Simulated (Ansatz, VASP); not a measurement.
# K: VASP beside Ansatz

File POSCAR:

```
K
1.0
    4.4289765760      0.0000000000      0.0000000000
    0.0000000000      4.3104394900      0.0000000000
    0.0000000000      0.0000000000      4.4289765760
K
1
Direct
    0.0000000000      0.0000000000      0.0000000000
```

INCAR.step1

```
PREC     = Accurate       # precision mode
ENCUT    = 520            # plane-wave cutoff, eV
ISMEAR   = 0              # smearing method
SIGMA    = 0.15           # smearing width, eV
LREAL    = False          # projectors in reciprocal space
LASPH    = True           # aspherical terms in the spheres
NELM     = 60             # most SCF steps
NBANDS   = 10             # bands
GGA      = PE             # functional
ALGO     = Normal         # electronic algorithm
EDIFF    = 1E-4           # SCF threshold, eV
LWAVE    = True           # write WAVECAR
LCHARG   = False          # write CHGCAR
```

File INCAR.step2:

```
PREC     = Accurate       # precision mode
ENCUT    = 520            # plane-wave cutoff, eV
EDIFF    = 1E-6           # SCF threshold, eV
ISMEAR   = 0              # smearing method
SIGMA    = 0.15           # smearing width, eV
LREAL    = False          # projectors in reciprocal space
LASPH    = True           # aspherical terms in the spheres
NELM     = 60             # most SCF steps
ALGO     = Normal         # electronic algorithm
ISIF     = 2              # what is computed and relaxed
LWAVE    = False          # write WAVECAR
LCHARG   = False          # write CHGCAR
METAGGA  = R2SCAN         # meta-GGA
LMIXTAU  = True         
NBANDS   = 10             # bands
ISTART   = 1
```

The input KPOINTS:

```
Automatic mesh
0
Gamma
  10 10 10
```

Input for Ansatz:

```yaml
crystal:
  lattice:
    - [4.428976576, 0.0, 0.0]
    - [0.0, 4.31043949, 0.0]
    - [0.0, 0.0, 4.428976576]
  atoms:
    - { symbol: K, position: [0.0, 0.0, 0.0] }
basis:
  ecutwfc: 500
kpoints:
  mp_grid: { grid: [10, 10, 10] }
hamiltonian:
  xc: r2scan
scf:
  occupations: { method: gaussian, width: 0.15 }
output:
  forces: true
  stress: true
  eigenvalues: true
```

Change from the starting cell: normal strain along x +0.0275, normal strain along z +0.0275.

Alike in both runs: task single point; functional r2SCAN; k mesh 10 × 10 × 10; occupations gaussian, width 0.15 eV; no spin polarisation.

```csv
,VASP,Ansatz
version,VASP 6.6.1,Ansatz 0.2.0
potentials or method,"VASP PAW PBE potentials, release 64 (K_sv), cutoff 520 eV","scalar-relativistic, plane waves, PAW"
valence electrons in the cell,9,9
```

VASP gave:

- gap on the k mesh at the Fermi level (eV): none
- pressure (GPa): -0.2
- traceless stress, the component that is largest in VASP (GPa): 0.17

Q: Which values does Ansatz return?

A: gap on the k mesh at the Fermi level (eV): none; pressure (GPa): -0.1; traceless stress, the component that is largest in VASP (GPa): 0.17.

VASP's potentials were made for PBE, not for r2SCAN. A gap of «none» marks a metal or a gap that the smearing closes.
